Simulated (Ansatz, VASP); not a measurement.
Pd: VASP beside Ansatz

INCAR

```
SYSTEM = Pd
PREC = Accurate ; ENCUT = 520
EDIFF = 1E-6 ; ISMEAR = -1
SIGMA = 0.05 ; LREAL = .FALSE.
LASPH = .TRUE. ; NELM = 150
ALGO = Normal ; ISIF = 2
LWAVE = .FALSE. ; LCHARG = .FALSE.
ISPIN = 2 ; MAGMOM = 0.5 0.5 0.5
LORBIT = 11 ; LMAXMIX = 4
GGA = RE ; NBANDS = 26
```

Contents of KPOINTS:

```
regular mesh
0
G
  9 9 13
  0 0 0
```

POSCAR

```
Pd
1.0
    4.7125012146      0.0000000000      0.0000000000
   -2.3562506073      4.0811457672      0.0000000000
    0.0000000000      0.0000000000      2.7948721968
Pd
3
Direct
    1.0000000000      0.0000000000      0.0000000000
    0.3333333333      0.6666666667      0.5000000000
    0.6666666667      0.3333333333      0.5000000000
```

Input for Ansatz:

```yaml
crystal:
  lattice:
    - [4.7125012146, 0.0, 0.0]
    - [-2.3562506073, 4.0811457672, 0.0]
    - [0.0, 0.0, 2.7948721968]
  atoms:
    - { symbol: Pd, position: [1.0, 0.0, 0.0], spin: 0.5 }
    - { symbol: Pd, position: [0.3333333333, 0.6666666667, 0.5], spin: 0.5 }
    - { symbol: Pd, position: [0.6666666667, 0.3333333333, 0.5], spin: 0.5 }
hamiltonian:
  xc: revpbe
  pseudopotentials:
    kind: paw
    azcp:
      Pd: "pseudopotentials/Pd.paw.azcp"
basis:
  ecutwfc: 420
  fft_grid_basis: typed
kpoints:
  mp_grid: { grid: [9, 9, 13], shift: [0, 0, 0] }
magnetization:
  spin_polarized: true
scf:
  occupations: { method: fermi_dirac, width: 0.05 }
  lower_state_search: "off"
output:
  stress: true
```

Alike in both runs: task single point; functional revPBE; k mesh 9 × 9 × 13; occupations fermi-dirac, width 0.05 eV; collinear spin.

```csv
,VASP,Ansatz
version,VASP 6.6.1,Ansatz 0.2.0
potentials or method,"VASP PAW PBE potentials, release 64 (Pd), cutoff 520 eV","plane waves (420 eV) with PAW, scalar-relativistic"
valence electrons in the cell,30,54
```

|  | VASP | Ansatz | Ansatz less VASP |
| --- | --- | --- | --- |
| pressure (GPa) | -11.9 | -11.8 | +0.13 |
| traceless stress, the component that is largest in VASP (GPa) | 0.29 | 0.28 | -0.016 |
| net moment per atom (μB) | 0.22 | 0.22 | 0.000 |
| size of the moment on the site where the two differ most (μB) | 0.22 | 0.22 | +0.003 |

VASP's potentials were made for PBE, not for revPBE. Site moments also hang on the region over which each program counts them. The functional is the same, so the differences come from potentials, cutoffs and numerics. VASP's potentials hold 30 valence electrons a cell and Ansatz's 54, so a difference there can come from the potentials and not from the codes.
